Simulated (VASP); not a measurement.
Write the native input for VASP 6.6.1 that does the following.

- Task: single point
- Functional: PBEsol
- Potentials or basis: VASP PAW PBE potentials, release 64 (Al, Ru_pv)
- Cutoff: 520 eV
- k mesh: 12 × 12 × 12
- Occupations: fermi-dirac, width 0.05 eV
- Spin: no spin polarisation
- Dipole correction: no
- Further INCAR settings: ALGO = Normal; EDIFF = 1e-07; NBANDS = 16

The structure of AlRu lies in POSCAR:

```
AlRu
1.0
    2.9511680166      0.0000000000      0.0000000000
    0.0000000000      2.9511680166      0.0000000000
    0.0000000000      0.0000000000      2.9511680166
Al Ru
1 1
Direct
    0.0000000000      0.0000000000      0.0000000000
    0.5000000000      0.5000000000      0.5000000000
```

This cell differs from its parent crystal: volume scaled by 0.96.

These files were run (other wordings do the same):

INCAR

```
SYSTEM = AlRu
  PREC = Accurate
  ENCUT = 520
  EDIFF = 1E-7
  ISMEAR = -1
  SIGMA = 0.05
  LREAL = .FALSE.
  LASPH = .TRUE.
  NELM = 100
  ALGO = Normal
  ISIF = 2
  LWAVE = .FALSE.
  LCHARG = .FALSE.
  GGA = PS
  NBANDS = 16
```

KPOINTS

```
Automatic mesh
0
G
  12 12 12
  0 0 0
```

Potentials or basis: VASP PAW PBE potentials, release 64 (Al, Ru_pv).

Run with:

```console
$ cat potpaw_PBE.64/Al/POTCAR potpaw_PBE.64/Ru_pv/POTCAR > POTCAR
$ mpirun -np 1 vasp_std > vasp.out
```

Results of the run:

```yaml
Pressure: 5.9 GPa
```

Caveat: the PAW data sets were made with another functional, which shifts forces and pressure a little.

Wall time 19 s on 1 thread of Intel(R) Xeon(R) Platinum 8259CL CPU @ 2.50GHz (Skylake/Cascade Lake), with other jobs on the host, peak memory 0.16 GiB.
